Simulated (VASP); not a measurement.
Here is a VASP 6.6.1 calculation.

File INCAR:

```
SYSTEM = ScHO2
  ALGO = Normal
  EDIFF = 1E-6
  ENCUT = 520
  ISIF = 2
  ISMEAR = -1
  LASPH = .True.
  LCHARG = .True.
  LELF = .True.
  LREAL = .False.
  LVHAR = .True.
  LWAVE = .False.
  NBANDS = 34
  NELM = 60
  PREC = Accurate
  SIGMA = 0.05
```

Contents of KPOINTS:

```
k-points
0
Gamma
  6 6 2
  0 0 0
```

POSCAR

```
ScHO2
1.0
    3.1614579288      0.0000000000      0.0000000000
   -1.5807289644      2.7379028793      0.0000000000
    0.0000000000      0.0000000000      8.9220799175
Sc H O
2 2 4
Direct
    0.0000000000      0.0000000000      0.5000000000
    0.0000000000      0.0000000000      0.0000000000
    0.6666666667      0.3333333333      0.7500000000
    0.3333333333      0.6666666667      0.2500000000
    0.6666666667      0.3333333333      0.6147525005
    0.6666666667      0.3333333333      0.8852474995
    0.3333333333      0.6666666667      0.1147525005
    0.3333333333      0.6666666667      0.3852474995
```

Potentials or basis: VASP PAW LDA potentials, release 64 (Sc_sv, H, O).

Run with:

```console
$ cat potpaw_LDA.64/Sc_sv/POTCAR potpaw_LDA.64/H/POTCAR potpaw_LDA.64/O/POTCAR > POTCAR
$ mpirun -np 1 vasp_std > vasp.out
```

Question: What does it give for the largest force?

Answer: 0.056 eV/Å.

Question: What does it give for the band gap on the k mesh?

Answer: 3.71 eV (least direct gap 4.13 eV).

Forces in eV/Å, atoms in the order of the input:
```
Sc   0.000  0.000  0.000
Sc   0.000  0.000  0.000
H    0.000  0.000  0.000
H    0.000  0.000  0.000
O    0.000  0.000  0.056
O    0.000  0.000 -0.056
O    0.000  0.000  0.056
O    0.000  0.000 -0.056
```

A k mesh can miss the band edges.
